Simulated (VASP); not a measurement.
# NbH2 (Fm-3m) in VASP: a series of runs

NbH2 is run at these levels: PBEsol; tasks: single point.

Everything below comes from runs of VASP 6.6.1. Logs are shortened: lines on timing, memory, paths and dates and some standing lists are left out, and cuts for length are marked.

### Step 1. The cell of the first run

Symmetry: Fm-3m, No. 225, cubic system. The conventional cell has a = 4.557 Å, b = 4.557 Å, c = 4.557 Å, α = 90.00°, β = 90.00°, γ = 90.00°. Nb (site symmetry m-3m) has 8 H at 1.97 Å within 2.6 Å. Within 2.6 Å of H (site symmetry -43m) lie 4 Nb at 1.97 Å and 6 H at 2.28 Å.

### Step 2. Single point, PBEsol (7.89 Å³/atom)

INCAR

```
SYSTEM = NbH2
ALGO = Normal
EDIFF = 1E-6
ENCUT = 520
GGA = PS
ISIF = 2
ISMEAR = 0
LASPH = .True.
LCHARG = .True.
LELF = .True.
LREAL = .False.
LVHAR = .True.
LWAVE = .False.
NBANDS = 14
NELM = 80
PREC = Accurate
SIGMA = 0.15
```

KPOINTS

```
k-points
0
Gamma
  16 16 16
  0 0 0
```

POSCAR

```
NbH2
1.0
    0.0000000000      2.2785979376      2.2785979376
    2.2785979376      0.0000000000      2.2785979376
    2.2785979376      2.2785979376      0.0000000000
Nb H
1 2
Direct
    0.0000000000      0.0000000000      0.0000000000
    0.2500000000      0.2500000000      0.2500000000
    0.7500000000      0.7500000000      0.7500000000
```

Potentials or basis: VASP PAW PBE potentials, release 64 (Nb_sv, H).

The run is started by

```sh
$ cat potpaw_PBE.64/Nb_sv/POTCAR potpaw_PBE.64/H/POTCAR > POTCAR
$ mpirun -np 1 vasp_std > vasp.out
```

OUTCAR:

```text
SYSTEM = NbH2
   EDIFF = 1E-6
   ENCUT = 520
   GGA = PS
   ISIF = 2
   ISMEAR = 0
   LASPH = .True.
   LREAL = .False.
   NELM = 80
   PREC = Accurate

 ion  position               nearest neighbor table
   1  0.000  0.000  0.000-
   2  0.250  0.250  0.250-
   3  0.750  0.750  0.750-

  LATTYP: Found a face centered cubic cell.
 ALAT       =     4.5571958752

  Lattice vectors:

 A1 = (   0.0000000000,   2.2785979376,   2.2785979376)
 A2 = (   2.2785979376,   0.0000000000,   2.2785979376)
 A3 = (   2.2785979376,   2.2785979376,   0.0000000000)

Analysis of symmetry for initial positions (statically):
=====================================================================
 Subroutine PRICEL returns:
 Original cell was already a primitive cell.

 Routine SETGRP: Setting up the symmetry group for a
 face centered cubic supercell.

 Subroutine GETGRP returns: Found 48 space group operations
 (whereof 48 operations were pure point group operations)
 out of a pool of 48 trial point group operations.

The static configuration has the point symmetry O_h .

Analysis of symmetry for dynamics (positions and initial velocities):
=====================================================================
 Subroutine PRICEL returns:
 Original cell was already a primitive cell.

 Routine SETGRP: Setting up the symmetry group for a
 face centered cubic supercell.

 Subroutine GETGRP returns: Found 48 space group operations
 (whereof 48 operations were pure point group operations)
 out of a pool of 48 trial point group operations.

The dynamic configuration has the point symmetry O_h .

 Subroutine INISYM returns: Found 48 space group operations
 (whereof 48 operations are pure point group operations),
 and found     1 'primitive' translations

----------------------------------------------------------------------------------------

                                     Primitive cell

  volume of cell :      23.6610

  direct lattice vectors                    reciprocal lattice vectors
     0.000000000  2.278597938  2.278597938    -0.219433184  0.219433184  0.219433184
     2.278597938  0.000000000  2.278597938     0.219433184 -0.219433184  0.219433184
     2.278597938  2.278597938  0.000000000     0.219433184  0.219433184 -0.219433184

  length of vectors
     3.222424107  3.222424107  3.222424107     0.380069423  0.380069423  0.380069423

[... 91 lines left out ...]
   TEBEG  =    0.0;   TEEND  =   0.0 temperature during run
   PSTRESS=    0.0 pullay stress
   NELECT =      15.0000    total number of electrons
   NUPDOWN=      -1.0000    fix difference up-down
   EMIN   =  10.00;   EMAX   =-10.00  energy-range for DOS
   EFERMI =   0.00;   METHOD = LEGACY
   ISMEAR =     0;   SIGMA  =   0.15  broadening in eV -4-tet -1-fermi 0-gaus
   EFERMI_NEDOS =   21; number of points for ismear=-14 and -15
   IALGO  =     38    algorithm
   IMIX   =      4    mixing-type and parameters
     AMIX     =   0.40;   BMIX     =  1.00
     AMIX_MAG =   1.60;   BMIX_MAG =  1.00
  volume/ion in A,a.u.               =       7.89        53.22
  Fermi-wavevector in a.u.,A,eV,Ry     =   1.406353  2.657621 26.909978  1.977828
  Thomas-Fermi vector in A             =   2.528722
   LORBIT       =      0    0 simple, 1 ext, 2 COOP (PROOUT), +10 PAW based schemes
   GGA     = PS    functional components
   LHFCALC =     F    Hartree Fock is set to
   AEXX    =    0.0000 exact exchange contribution
   IVDW    =     0    specifies the selected vdW correction
   LEPSILON=     F    determine dielectric tensor
   LRPA    =     F    only Hartree local field effects (RPA)
 non-spin polarized calculation
 Gauss-broadening in eV      SIGMA  =   0.15
  energy-cutoff  :      520.00
  volume of cell :       23.66
 maximum number of plane-waves:       652
   NGX = 11   NGY = 11   NGZ = 11

 number of electron      15.0000000 magnetization

 Free energy of the ion-electron system (eV)
  ---------------------------------------------------
  ext. energy  EPLUGINS =         0.00000000
  ---------------------------------------------------
  free energy    TOTEN  =       -18.49721827 eV

  energy without entropy =      -18.48645736  energy(sigma->0) =      -18.49183781

 E-fermi :   9.8983     XC(G=0): -12.1819

 val. band max:        9.8916651133   @ k =  -0.2500   0.2500   0.0625
 cond. band min:       9.9124479682   @ k =   0.5000   0.2500   0.0625
 fundamental gap:      0.0207828550
 Fermi energy:         9.8983108999

 k-point     1 :       0.0000    0.0000    0.0000
  band No.  band energies     occupation
      1     -45.4185      2.00000
      2     -21.2113      2.00000
      3     -21.2113      2.00000
      4     -21.2113      2.00000
      5      -0.8110      2.00000
      6       8.5211      2.00000
      7       8.5211      2.00000
      8       8.5211      2.00000
      9       8.8203      2.00000
     10      11.1633      0.00000
     11      11.1633      0.00000
     12      22.2100      0.00000
     13      23.2222      0.00000
     14      23.2222      0.00000
[... 377 lines left out ...]
      1     -45.4099      2.00000
      2     -21.2790      2.00000
      3     -21.2296      2.00000
      4     -21.2160      2.00000
      5      -0.5268      2.00000
      6       6.7217      2.00000
      7       8.6590      2.00000
      8       8.6815      2.00000
      9      10.9322      0.00000
     10      10.9560      0.00000
     11      11.1591      0.00000
     12      20.4265      0.00000
     13      23.4243      0.00000
     14      23.9450      0.00000

 [... further k-points ...]

------------------------ aborting loop because EDIFF is reached ----------------------------------------

  FORCE on cell =-STRESS in cart. coord.  units (eV):
  Direction    XX          YY          ZZ          XY          YZ          ZX
  --------------------------------------------------------------------------------------
  -------------------------------------------------------------------------------------
  Total       -0.7546118     -0.7546118     -0.7546118      0.0000000      0.0000000      0.0000000
  in kB      -51.0976701    -51.0976701    -51.0976701      0.0000000      0.0000000      0.0000000
  external PRESSURE =     -51.0976701 kB  Pullay stress =       0.0000000 kB

 VOLUME and BASIS-vectors are now :
 -----------------------------------------------------------------------------
  energy-cutoff  :      520.00
  volume of cell :       23.66
      direct lattice vectors                 reciprocal lattice vectors
     0.000000000  2.278597938  2.278597938    -0.219433184  0.219433184  0.219433184
     2.278597938  0.000000000  2.278597938     0.219433184 -0.219433184  0.219433184
     2.278597938  2.278597938  0.000000000     0.219433184  0.219433184 -0.219433184

 POSITION                                       TOTAL-FORCE (eV/Angst)
 -----------------------------------------------------------------------------------
      0.00000      0.00000      0.00000         0.000000     -0.000000      0.000000
      1.13930      1.13930      1.13930         0.000000      0.000000      0.000000
      3.41790      3.41790      3.41790        -0.000000     -0.000000     -0.000000
 -----------------------------------------------------------------------------------
    total drift:                               -0.000000      0.000000      0.000000

  FREE ENERGIE OF THE ION-ELECTRON SYSTEM (eV)
  ---------------------------------------------------
  free  energy   TOTEN  =       -18.4972182688 eV

  energy  without entropy=      -18.4864573608  energy(sigma->0) =      -18.49183781
```

OSZICAR:

```text
N       E                     dE             d eps       ncg     rms          rms(c)
DAV:   1     0.119224658411E+03    0.11922E+03   -0.78417E+03  4060   0.105E+03
DAV:   2    -0.150064344257E+02   -0.13423E+03   -0.12693E+03  4834   0.370E+02
DAV:   3    -0.196630579442E+02   -0.46566E+01   -0.44696E+01  5980   0.609E+01
DAV:   4    -0.198993093133E+02   -0.23625E+00   -0.23583E+00  5334   0.125E+01
DAV:   5    -0.199058455695E+02   -0.65363E-02   -0.65350E-02  5872   0.189E+00    0.937E+00
DAV:   6    -0.186432260867E+02    0.12626E+01   -0.14192E+00  6336   0.139E+01    0.287E+00
DAV:   7    -0.184993137131E+02    0.14391E+00   -0.34738E-01  6818   0.568E+00    0.786E-01
DAV:   8    -0.184971452117E+02    0.21685E-02   -0.28077E-02  5564   0.205E+00    0.303E-01
DAV:   9    -0.184973221692E+02   -0.17696E-03   -0.29622E-03  6692   0.543E-01    0.745E-02
DAV:  10    -0.184972179138E+02    0.10426E-03   -0.21819E-04  4416   0.123E-01    0.120E-02
DAV:  11    -0.184972199729E+02   -0.20591E-05   -0.16581E-05  5774   0.338E-02    0.658E-03
DAV:  12    -0.184972186821E+02    0.12908E-05   -0.10100E-06  2994   0.129E-02    0.339E-03
DAV:  13    -0.184972182688E+02    0.41327E-06   -0.30133E-07  2294   0.615E-03
   1 F= -.18497218E+02 E0= -.18491838E+02  d E =-.107609E-01
```

stdout:

```text
POSCAR found type information on POSCAR NbH
 POSCAR found :  2 types and       3 ions
 scaLAPACK will be used
 -----------------------------------------------------------------------------
|                                                                             |
|                                                                             |
|     You enforced a specific xc type in the INCAR file but a different       |
|     I HOPE YOU KNOW WHAT YOU ARE DOING!                                     |
|                                                                             |
 -----------------------------------------------------------------------------

 LDA part: xc-table for (Slater+PW92), standard interpolation
 POSCAR, INCAR and KPOINTS ok, starting setup
 FFT: planning ... GRIDC
 FFT: planning ... GRID_SOFT
 FFT: planning ... GRID
 WAVECAR not read
 entering main loop
```

Wall time 15 s (1 thread of Intel Xeon 6975P-C (Granite Rapids), shared host); peak memory 0.17 GiB.

What came out:

- Free energy: -18.4972 eV
- Pressure: -5.1 GPa
- Band gap on the k mesh: zero (an odd number of electrons rules out a gap without spin polarisation)

Levels at points of the mesh, in eV from the Fermi level:
| k point | band 6 | band 7 | band 8 | band 9 | band 10 | band 11 |
| --- | --- | --- | --- | --- | --- | --- |
| (0.00, 0.00, 0.00) | -1.38 | -1.38 | -1.38 | -1.08 | 1.26 | 1.26 |
| (0.50, 0.00, 0.00) | -4.92 | -1.23 | -1.23 | 2.65 | 2.65 | 5.09 |
| (0.50, 0.50, 0.00) | -4.99 | -4.38 | 2.82 | 2.88 | 2.88 | 7.08 |

Caveat: the cell stands under tension; the PAW data sets were made with another functional, which shifts forces and pressure a little; an odd number of electrons without spin polarisation forces a metal; a magnetic or distorted state may lie lower.

### Step 3. Single point, PBEsol (8.09 Å³/atom)

This run uses another cell than the first one, of 8.09 Å³/atom.

INCAR

```
ALGO = Normal ; EDIFF = 1E-7
ENCUT = 520 ; GGA = PS
ISIF = 2 ; ISMEAR = 0
LASPH = True ; LCHARG = False
LREAL = False ; LWAVE = False
NBANDS = 14 ; NELM = 100
PREC = Accurate ; SIGMA = 0.15
```

KPOINTS

```
k-points
0
Gamma
  16 16 16
```

POSCAR

```
NbH2
1.0
    0.0000000000      2.2981711991      2.2981711991
    2.2981711991      0.0000000000      2.2981711991
    2.2981711991      2.2981711991      0.0000000000
Nb H
1 2
Direct
    0.0000000000      0.0000000000      0.0000000000
    0.2500000000      0.2500000000      0.2500000000
    0.7500000000      0.7500000000      0.7500000000
```

Potentials or basis: VASP PAW PBE potentials, release 64 (Nb_sv, H).

The run is started by

```sh
$ cat potpaw_PBE.64/Nb_sv/POTCAR potpaw_PBE.64/H/POTCAR > POTCAR
$ mpirun -np 1 vasp_std > vasp.out
```

Run time: 16 s. Hardware: 1 thread of Intel Xeon 6975P-C (Granite Rapids), shared host; peak memory 0.17 GiB.

It converged, with:

| Quantity | Value |
| --- | --- |
| Free energy | -18.4703 eV |
| Pressure | -9.3 GPa |
| Band gap on the k mesh | zero (an odd number of electrons rules out a gap without spin polarisation) |

Levels at points of the mesh, in eV from the Fermi level:
| k point | band 5 | band 6 | band 7 | band 8 | band 9 | band 10 | band 11 | band 12 |
| --- | --- | --- | --- | --- | --- | --- | --- | --- |
| (0.00, 0.00, 0.00) | -10.57 | -1.34 | -1.34 | -1.34 | -1.04 | 1.22 | 1.22 | 12.16 |
| (0.50, 0.00, 0.00) | -8.24 | -4.91 | -1.18 | -1.18 | 2.55 | 2.55 | 5.09 | 5.89 |
| (0.50, 0.50, 0.00) | -7.35 | -4.99 | -4.25 | 2.72 | 2.77 | 2.77 | 6.95 | 6.95 |

Caveat: the cell stands under tension; the PAW data sets were made with another functional, which shifts forces and pressure a little; an odd number of electrons without spin polarisation forces a metal; a magnetic or distorted state may lie lower.

### Step 4. Single point, PBEsol (8.30 Å³/atom)

This run uses another cell than the first one, of 8.30 Å³/atom.

INCAR

```
PREC = Accurate
ENCUT = 520
EDIFF = 1E-6
ISMEAR = 0
SIGMA = 0.15
LREAL = F
LASPH = T
NELM = 60
ALGO = Normal
ISIF = 2
LWAVE = F
LCHARG = T
GGA = PS
LELF = T
LVHAR = T
NBANDS = 14
```

KPOINTS

```
regular mesh
0
Gamma
  16 16 16
```

POSCAR

```
NbH2
1.0
    0.0000000000      2.3174166151      2.3174166151
    2.3174166151      0.0000000000      2.3174166151
    2.3174166151      2.3174166151      0.0000000000
Nb H
1 2
Direct
    0.0000000000      0.0000000000      0.0000000000
    0.2500000000      0.2500000000      0.2500000000
    0.7500000000      0.7500000000      0.7500000000
```

The run is started by

```sh
$ cat potpaw_PBE.64/Nb_sv/POTCAR potpaw_PBE.64/H/POTCAR > POTCAR
$ mpirun -np 1 vasp_std > vasp.out
```

Run time: 14 s. Hardware: 1 thread of Intel Xeon 6975P-C (Granite Rapids), shared host; peak memory 0.17 GiB.

It converged, with:

```yaml
Free_energy: -18.4283 eV
Pressure: -12.9 GPa
Band_gap_on_the_k_mesh: zero (an odd number of electrons rules out a gap without spin polarisation)
```

Levels at points of the mesh, in eV from the Fermi level:
```
           k point  band 5  band 6  band 7  band 8  band 9  band 10  band 11  band 12
(0.00, 0.00, 0.00)  -10.42   -1.30   -1.30   -1.30   -1.00     1.17     1.17    12.01
(0.50, 0.00, 0.00)   -8.09   -4.90   -1.14   -1.14    2.45     2.45     5.09     5.67
(0.50, 0.50, 0.00)   -7.19   -4.98   -4.12    2.62    2.67     2.67     6.82     6.82
```

Caveat: the cell stands under tension; the PAW data sets were made with another functional, which shifts forces and pressure a little; an odd number of electrons without spin polarisation forces a metal; a magnetic or distorted state may lie lower.

### Step 5. Summary

```tsv
cell	gap on the mesh (eV)	pressure (GPa)
a = 3.222 Å, angles 60.0°, 3 atoms	none	-5.1
a = 3.250 Å, angles 60.0°, 3 atoms	none	-9.3
a = 3.277 Å, angles 60.0°, 3 atoms	none	-12.9
```

Alike in all rows: task single point; level PBEsol; potentials or basis VASP PAW PBE potentials, release 64 (Nb_sv, H); no spin polarisation; k mesh 16 × 16 × 16; cutoff (eV) 520; smearing gaussian 0.15 eV.

Caveats: the cell stands under tension; the PAW data sets were made with another functional, which shifts forces and pressure a little; an odd number of electrons without spin polarisation forces a metal; a magnetic or distorted state may lie lower.

Absolute energies hang on the potentials; compare differences alone.

The gap in the log of VASP goes by the Fermi energy; the results here count the filled bands.